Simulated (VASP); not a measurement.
Here is a VASP 6.6.1 calculation.

Contents of INCAR:

```
SYSTEM = CaSe
  PREC = Accurate
  ENCUT = 520
  EDIFF = 1E-6
  ISMEAR = 0
  SIGMA = 0.01
  LREAL = .FALSE.
  LASPH = .TRUE.
  NELM = 80
  ALGO = Normal
  ISIF = 2
  LWAVE = .FALSE.
  LCHARG = .TRUE.
  GGA = PE
  LELF = .TRUE.
  LVHAR = .TRUE.
  NBANDS = 15
```

The input KPOINTS:

```
regular mesh
0
G
  5 5 5
  0 0 0
```

Contents of POSCAR:

```
CaSe
1.0
    0.0000000000      3.3330000000      3.3000000000
    3.3330000000      0.0000000000      3.3000000000
    3.3330000000      3.3330000000      0.0000000000
Ca Se
1 1
Direct
    0.0000000000      0.0000000000      0.0000000000
    0.7500000000      0.7500000000      0.7500000000
```

Potentials or basis: VASP PAW PBE potentials, release 64 (Ca_sv, Se).

Launch:

```sh
$ cat potpaw_PBE.64/Ca_sv/POTCAR potpaw_PBE.64/Se/POTCAR > POTCAR
$ mpirun -np 1 vasp_std > vasp.out
```

(1) Predict the pressure.

(2) Estimate the band gap on the k mesh.

Answers

(1) -0.7 GPa.

(2) 3.09 eV, indirect (least direct gap 3.16 eV).
